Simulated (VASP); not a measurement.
A run of VASP 6.6.1 is set up as follows.

The input INCAR:

```
PREC     = Accurate       # precision mode
ENCUT    = 600            # plane-wave cutoff, eV
EDIFF    = 1E-6           # SCF threshold, eV
ISMEAR   = 0              # smearing method
SIGMA    = 0.01           # smearing width, eV
LREAL    = False          # projectors in reciprocal space
LASPH    = True           # aspherical terms in the spheres
NELM     = 100            # most SCF steps
ALGO     = Normal         # electronic algorithm
ISIF     = 3              # what is computed and relaxed
LWAVE    = False          # write WAVECAR
LCHARG   = False          # write CHGCAR
GGA      = PE             # functional
IBRION   = 2              # ionic algorithm
NSW      = 80             # ionic steps
EDIFFG   = -0.01          # ionic threshold
PSTRESS  = 200.0
```

File KPOINTS:

```
Automatic mesh
0
Gamma
  9 9 9
```

The input POSCAR:

```
BAs
1.0
    0.0000000000      2.3885000000      2.3885000000
    2.3885000000      0.0000000000      2.3885000000
    2.3885000000      2.3885000000      0.0000000000
B As
1 1
Direct
    0.0000000000      0.0000000000      0.0000000000
    0.2500000000      0.2500000000      0.2500000000
```

Potentials or basis: VASP PAW PBE potentials, release 64 (B, As).

The run is started by

```sh
$ cat potpaw_PBE.64/B/POTCAR potpaw_PBE.64/As/POTCAR > POTCAR
$ mpirun -np 1 vasp_std > vasp.out
```

(1) What does it give for the relaxed cell?

(2) Predict the band gap on the k mesh.

(3) What does it give for the space group after relaxing (to 0.05 Å)?

(4) Predict the relaxed volume.

Answers

(1) a = 3.274 Å, b = 3.274 Å, c = 3.274 Å, α = 60.00°, β = 60.00°, γ = 60.00°.

(2) 1.12 eV, indirect (least direct gap 3.40 eV).

(3) F-43m (No. 216).

(4) 12.41 Å³/atom.

Caveat: the cell is relaxed towards a set pressure, so the enthalpy falls and the energy may rise.
